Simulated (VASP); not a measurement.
Input of a VASP 6.6.1 run:

The input INCAR:

```
PREC = Accurate
ENCUT = 520
EDIFF = 1E-6
ISMEAR = -1
SIGMA = 0.05
LREAL = False
LASPH = True
NELM = 150
ALGO = Normal
ISIF = 2
LWAVE = False
LCHARG = True
ISPIN = 2
MAGMOM = 0.672
LORBIT = 11
LMAXMIX = 4
GGA = PE
LELF = True
LVHAR = True
NBANDS = 15
```

Contents of KPOINTS:

```
regular mesh
0
Gamma
  25 25 25
```

Contents of POSCAR:

```
Ni
1.0
    0.0000000000      1.7596893266      1.7596893266
    1.7596893266      0.0000000000      1.7596893266
    1.7596893266      1.7596893266      0.0000000000
Ni
1
Direct
    0.0000000000      0.0000000000      0.0000000000
```

Potentials or basis: VASP PAW PBE potentials, release 64 (Ni).

Command:

```sh
$ cat potpaw_PBE.64/Ni/POTCAR > POTCAR
$ mpirun -np 1 vasp_std > vasp.out
```

Question: Estimate the pressure.

Answer: -0.2 GPa.

Question: Estimate the site moments.

Answer: Ni +0.63 μB.
